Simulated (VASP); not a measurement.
# Al8Ni8H in VASP: single point with PBE+D3(BJ)

Aim: the single point of Al8Ni8H with PBE+D3(BJ).

All numbers are computed with VASP 6.6.1; they aren't measurements. Logs are shortened: lines on timing, memory, paths and dates and some standing lists are left out, and cuts for length are marked.

**1. The cell of the first run**

The cell holds a slab with vacuum, 17 atoms: a = 5.715 Å, b = 4.041 Å, c = 25.062 Å, α = 90.00°, β = 90.00°, γ = 90.00°.

**2. Single point, PBE+D3(BJ)**

Input file INCAR:

```
SYSTEM = Al8Ni8H
PREC = Accurate
ENCUT = 520
EDIFF = 1E-7
ISMEAR = 0
SIGMA = 0.1
LREAL = Auto
LASPH = .True.
NELM = 60
ALGO = Normal
ISIF = 2
LWAVE = .False.
LCHARG = .True.
LDIPOL = .True.
IDIPOL = 3
DIPOL = 0.5 0.5 0.471
GGA = PE
IVDW = 12
LELF = .True.
LVHAR = .True.
LVACPOTAV = .True.
NBANDS = 66
```

Input file KPOINTS:

```
Automatic mesh
0
Gamma
  5 7 1
  0 0 0
```

Input file POSCAR:

```
Al8Ni8H
1.0
    5.7148460082      0.0000000000      0.0000000000
    0.0000000000      4.0410063658      0.0000000000
    0.0000000000      0.0000000000     25.0615095488
Al Ni H
8 8 1
Direct
    0.0000000000      0.5000000000      0.3391655233
    0.5000000000      0.5000000000      0.3391655233
    0.0000000000      0.0000000000      0.4197872902
    0.5000000000      0.0000000000      0.4197872902
    0.0000000000      0.5000000000      0.5012763652
    0.5000000000      0.5000000000      0.4987269099
    0.0000000000      0.0000000000      0.5863197078
    0.5000000000      0.0000000000      0.5836387915
    0.2500000000      0.0000000000      0.3391655233
    0.7500000000      0.0000000000      0.3391655233
    0.2500000000      0.5000000000      0.4197872902
    0.7500000000      0.5000000000      0.4197872902
    0.2476609880      0.0000000000      0.4999249323
    0.7523390120      0.0000000000      0.4999249323
    0.2626102373      0.5000000000      0.5754931218
    0.7373897627      0.5000000000      0.5754931218
    0.0000000000      0.0000000000      0.6512663862
```

Potentials or basis: VASP PAW PBE potentials, release 64 (Al, Ni, H).

The run is started by

```
$ cat potpaw_PBE.64/Al/POTCAR potpaw_PBE.64/Ni/POTCAR potpaw_PBE.64/H/POTCAR > POTCAR
$ mpirun -np 1 vasp_std > vasp.out
```

OUTCAR:

```text
SYSTEM = Al8Ni8H
   PREC = Accurate
   ENCUT = 520
   EDIFF = 1E-7
   ISMEAR = 0
   LREAL = Auto
   LASPH = .True.
   NELM = 60
   ISIF = 2
   GGA = PE
   IVDW = 12
 IVDW          = 12

 ion  position               nearest neighbor table
   1  0.000  0.500  0.339-  11 2.47  12 2.47   9 2.47  10 2.47   9 2.47  10 2.47   3 2.86   3 2.86
                             2 2.86   2 2.86
   2  0.500  0.500  0.339-  11 2.47  12 2.47   9 2.47  10 2.47   9 2.47  10 2.47   4 2.86   4 2.86
                             1 2.86   1 2.86
   3  0.000  0.000  0.420-  13 2.46  14 2.46   9 2.47  10 2.47  11 2.47  12 2.47  11 2.47  12 2.47
                             1 2.86   1 2.86   4 2.86   4 2.86   5 2.87   5 2.87
   4  0.500  0.000  0.420-  13 2.47  14 2.47   9 2.47  10 2.47  11 2.47  12 2.47  11 2.47  12 2.47
                             6 2.83   6 2.83   2 2.86   2 2.86   3 2.86   3 2.86
   5  0.000  0.500  0.501-  15 2.39  16 2.39  13 2.47  14 2.47  13 2.47  14 2.47  11 2.49  12 2.49
                             6 2.86   6 2.86   3 2.87   3 2.87   7 2.94   7 2.94
   6  0.500  0.500  0.499-  15 2.35  16 2.35  11 2.44  12 2.44  13 2.48  14 2.48  13 2.48  14 2.48
                             4 2.83   4 2.83   5 2.86   5 2.86   8 2.93   8 2.93
   7  0.000  0.000  0.586-  17 1.63  16 2.53  15 2.53  15 2.53  16 2.53  14 2.59  13 2.59   8 2.86
                             8 2.86   5 2.94   5 2.94
   8  0.500  0.000  0.584-  15 2.44  16 2.44  15 2.44  16 2.44  13 2.55  14 2.55   7 2.86   7 2.86
                             6 2.93   6 2.93
   9  0.250  0.000  0.339-   3 2.47   4 2.47   1 2.47   2 2.47   1 2.47   2 2.47  11 2.86  11 2.86
                            10 2.86  10 2.86
  10  0.750  0.000  0.339-   3 2.47   4 2.47   1 2.47   2 2.47   1 2.47   2 2.47  12 2.86  12 2.86
                             9 2.86   9 2.86
  11  0.250  0.500  0.420-   6 2.44   2 2.47   1 2.47   4 2.47   3 2.47   3 2.47   4 2.47   5 2.49
                            13 2.85  13 2.85   9 2.86   9 2.86  12 2.86  12 2.86
  12  0.750  0.500  0.420-   6 2.44   2 2.47   1 2.47   4 2.47   3 2.47   3 2.47   4 2.47   5 2.49
                            14 2.85  14 2.85  10 2.86  10 2.86  11 2.86  11 2.86
  13  0.248  0.000  0.500-   3 2.46   5 2.47   5 2.47   4 2.47   6 2.48   6 2.48   8 2.55   7 2.59
                            15 2.77  15 2.77  14 2.83  11 2.85  11 2.85  14 2.88
  14  0.752  0.000  0.500-   3 2.46   5 2.47   5 2.47   4 2.47   6 2.48   6 2.48   8 2.55   7 2.59
                            16 2.77  16 2.77  13 2.83  12 2.85  12 2.85  13 2.88
  15  0.263  0.500  0.575-   6 2.35   5 2.39   8 2.44   8 2.44   7 2.53   7 2.53  16 2.71  13 2.77
                            13 2.77  16 3.00
  16  0.737  0.500  0.575-   6 2.35   5 2.39   8 2.44   8 2.44   7 2.53   7 2.53  15 2.71  14 2.77
                            14 2.77  15 3.00
  17  0.000  0.000  0.651-   7 1.63

  LATTYP: Found a simple orthorhombic cell.
 ALAT       =     4.0410063658
 B/A-ratio  =     1.4142135624
 C/A-ratio  =     6.2017990768

  Lattice vectors:

 A1 = (   0.0000000000,  -4.0410063658,   0.0000000000)
 A2 = (   5.7148460082,   0.0000000000,   0.0000000000)
 A3 = (   0.0000000000,   0.0000000000,  25.0615095488)

Analysis of symmetry for initial positions (statically):
=====================================================================
 Subroutine PRICEL returns:
 Original cell was already a primitive cell.

 Routine SETGRP: Setting up the symmetry group for a
 simple orthorhombic supercell.

 Subroutine GETGRP returns: Found  4 space group operations
 (whereof  4 operations were pure point group operations)
 out of a pool of  8 trial point group operations.

The static configuration has the point symmetry C_2v.

Analysis of symmetry for dynamics (positions and initial velocities):
=====================================================================
 Subroutine PRICEL returns:
 Original cell was already a primitive cell.

 Routine SETGRP: Setting up the symmetry group for a
 simple orthorhombic supercell.

 Subroutine GETGRP returns: Found  4 space group operations
 (whereof  4 operations were pure point group operations)
 out of a pool of  8 trial point group operations.

The dynamic configuration has the point symmetry C_2v.

 Subroutine INISYM returns: Found  4 space group operations
 (whereof  4 operations are pure point group operations),
 and found     1 'primitive' translations

----------------------------------------------------------------------------------------

                                     Primitive cell

  volume of cell :     578.7637

  direct lattice vectors                    reciprocal lattice vectors
     5.714846008  0.000000000  0.000000000     0.174982843  0.000000000  0.000000000
     0.000000000  4.041006366  0.000000000     0.000000000  0.247463109  0.000000000
[... 69 lines left out ...]

 Following reciprocal coordinates:
            Coordinates               Weight
  0.000000  0.000000  0.000000      1.000000
  0.200000  0.000000  0.000000      2.000000
  0.400000  0.000000  0.000000      2.000000
  0.000000  0.142857  0.000000      2.000000
  0.200000  0.142857  0.000000      4.000000
  0.400000  0.142857  0.000000      4.000000
  0.000000  0.285714  0.000000      2.000000
  0.200000  0.285714  0.000000      4.000000
  0.400000  0.285714  0.000000      4.000000
  0.000000  0.428571  0.000000      2.000000
  0.200000  0.428571  0.000000      4.000000
  0.400000  0.428571  0.000000      4.000000
   k-points           NKPTS =     12   k-points in BZ     NKDIM =     12   number of bands    NBANDS=     66
   number of dos      NEDOS =    301   number of ions     NIONS =     17
   total plane-waves  NPLWV = 276480
   dimension x,y,z NGX =    48 NGY =   30 NGZ =  192
   dimension x,y,z NGXF=    96 NGYF=   60 NGZF=  384
   ions per type =               8   8   1
   NGX,Y,Z   is equivalent  to a cutoff of  13.96, 12.34, 12.74 a.u.
   NGXF,Y,Z  is equivalent  to a cutoff of  27.93, 24.68, 25.47 a.u.
 SYSTEM =  Al8Ni8H
   PREC   = accura    normal or accurate (medium, high low for compatibility)
   ISTART =      0    job   : 0-new  1-cont  2-samecut
   ICHARG =      2    charge: 1-file 2-atom 10-const
   ISPIN  =      1    spin polarized calculation?
   LNONCOLLINEAR =      F non collinear calculations
   LSORBIT =      F    spin-orbit coupling
   LASPH  =      T    aspherical Exc in radial PAW
   ENCUT  =  520.0 eV  38.22 Ry    6.18 a.u.  10.63  7.51 46.60*2*pi/ulx,y,z
   NELM   =     60;   NELMIN=  2; NELMDL= -5     # of ELM steps
   EDIFF  = 0.1E-06   stopping-criterion for ELM
   LREAL  =      T    real-space projection
   EDIFFG = 0.1E-05   stopping-criterion for IOM
   NSW    =      0    number of steps for IOM
   IBRION =     -1    ionic relax: 0-MD 1-quasi-New 2-CG
   NFREE  =      0    steps in history (QN), initial steepest desc. (CG)
   ISIF   =      2    stress and relaxation
   ISYM   =      2    0-nonsym 1-usesym 2-fastsym
   POTIM  = 0.5000    time-step for ionic-motion
   TEBEG  =    0.0;   TEEND  =   0.0 temperature during run
   PSTRESS=    0.0 pullay stress
   NELECT =     105.0000    total number of electrons
   NUPDOWN=      -1.0000    fix difference up-down
   EMIN   =  10.00;   EMAX   =-10.00  energy-range for DOS
   EFERMI =   0.00;   METHOD = LEGACY
   ISMEAR =     0;   SIGMA  =   0.10  broadening in eV -4-tet -1-fermi 0-gaus
   EFERMI_NEDOS =   21; number of points for ismear=-14 and -15
   IALGO  =     38    algorithm
   IMIX   =      4    mixing-type and parameters
     AMIX     =   0.40;   BMIX     =  1.00
     AMIX_MAG =   1.60;   BMIX_MAG =  1.00
  volume/ion in A,a.u.               =      34.04       229.75
  Fermi-wavevector in a.u.,A,eV,Ry     =   0.926768  1.751337 11.686019  0.858898
  Thomas-Fermi vector in A             =   2.052765
   LORBIT       =      0    0 simple, 1 ext, 2 COOP (PROOUT), +10 PAW based schemes
   GGA     = PE    functional components
   LHFCALC =     F    Hartree Fock is set to
   AEXX    =    0.0000 exact exchange contribution
   IVDW    =    12    specifies the selected vdW correction
   LEPSILON=     F    determine dielectric tensor
   LRPA    =     F    only Hartree local field effects (RPA)
 non-spin polarized calculation
 Gauss-broadening in eV      SIGMA  =   0.10
  energy-cutoff  :      520.00
  volume of cell :      578.76
 maximum number of plane-waves:     15635
 NGX is ok and might be reduce to    48
   NGX = 21   NGY = 15   NGZ = 93

 dipolmoment           0.000000      0.000000     -0.078767 electrons x Angstroem

 number of electron     104.9999984 magnetization

 dipolmoment           0.000000      0.000000      0.042280 electrons x Angstroem

 Free energy of the ion-electron system (eV)
  ---------------------------------------------------
  ext. energy  EPLUGINS =         0.00000000
  ---------------------------------------------------
  free energy    TOTEN  =       -82.47619187 eV

  energy without entropy =      -82.43113961  energy(sigma->0) =      -82.45366574

 E-fermi :  -0.0187     XC(G=0):  -4.7970

 val. band max:       -0.0531209377   @ k =   0.2000   0.2857   0.0000
 cond. band min:      -0.0021384802   @ k =   0.0000   0.2857   0.0000
 fundamental gap:      0.0509824576
 Fermi energy:        -0.0187109006

 k-point     1 :       0.0000    0.0000    0.0000
  band No.  band energies     occupation
      1     -10.7996      2.00000
      2      -9.3208      2.00000
      3      -7.4038      2.00000
      4      -6.6510      2.00000
      5      -6.4354      2.00000
      6      -5.7247      2.00000
[... 793 lines left out ...]
     63       3.6110      0.00000
     64       3.9322      0.00000
 [bands above 64 left out]

------------------------ aborting loop because EDIFF is reached ----------------------------------------

 Edisp (eV)   -5.37341

 E8    (eV) :    -2.4507

  FORCE on cell =-STRESS in cart. coord.  units (eV):
  Direction    XX          YY          ZZ          XY          YZ          ZX
  --------------------------------------------------------------------------------------
  -------------------------------------------------------------------------------------
  Total      -5.59804    -3.90320     0.07393     0.00000     0.00000     0.00000
  in kB     -15.49691   -10.80513     0.20465     0.00000     0.00000     0.00000
  external pressure =       -8.70 kB  Pullay stress =        0.00 kB

 VOLUME and BASIS-vectors are now :
 -----------------------------------------------------------------------------
  energy-cutoff  :      520.00
  volume of cell :      578.76
      direct lattice vectors                 reciprocal lattice vectors
     5.714846008  0.000000000  0.000000000     0.174982843  0.000000000  0.000000000
     0.000000000  4.041006366  0.000000000     0.000000000  0.247463109  0.000000000
     0.000000000  0.000000000 25.061509549     0.000000000  0.000000000  0.039901826

 POSITION                                       TOTAL-FORCE (eV/Angst)
 -----------------------------------------------------------------------------------
      0.00000      2.02050      8.50000         0.000000      0.000000     -0.671749
      2.85742      2.02050      8.50000         0.000000      0.000000     -0.577311
      0.00000      0.00000     10.52050         0.000000      0.000000     -0.363531
      2.85742      0.00000     10.52050         0.000000      0.000000     -0.379339
      0.00000      2.02050     12.56274         0.000000      0.000000     -0.007949
      2.85742      2.02050     12.49885         0.000000      0.000000     -0.002395
[... 9 lines left out ...]
      4.21407      2.02050     14.42273         0.009012     -0.000000      0.009067
      0.00000      0.00000     16.32172         0.000000      0.000000     -0.000676
 -----------------------------------------------------------------------------------
    total drift:                                0.000000      0.000000     -0.011236

  FREE ENERGIE OF THE ION-ELECTRON SYSTEM (eV)
  ---------------------------------------------------
  free  energy   TOTEN  =       -87.8495991876 eV

  energy  without entropy=      -87.8045469255  energy(sigma->0) =      -87.82707306

 vacuum level on the upper side and lower side of the slab         5.191         4.860
```

It took 22 min on 1 thread of Intel Xeon Platinum 8259CL at 2.50GHz (Skylake/Cascade Lake), shared host; peak memory 0.74 GiB.

What came out:

```
Free energy                : -87.8496 eV
Largest force              : 0.672 eV/Å
Dispersion energy per atom : -0.316 eV
```

Forces in eV/Å, atoms in the order of the input:
```
Al   0.000  0.000 -0.672
Al   0.000  0.000 -0.577
Al   0.000  0.000 -0.364
Al   0.000  0.000 -0.379
Al   0.000  0.000 -0.008
Al   0.000  0.000 -0.002
Al   0.000  0.000 -0.015
Al   0.000  0.000 -0.010
Ni  -0.026  0.000  0.593
Ni   0.026  0.000  0.593
Ni  -0.095  0.000  0.397
Ni   0.095  0.000  0.397
Ni  -0.001  0.000  0.016
Ni   0.001  0.000  0.016
Ni  -0.009  0.000  0.009
Ni   0.009  0.000  0.009
H    0.000  0.000 -0.001
```

Spin polarisation is off, so any magnetic state and its effect on volume and gap are missing.
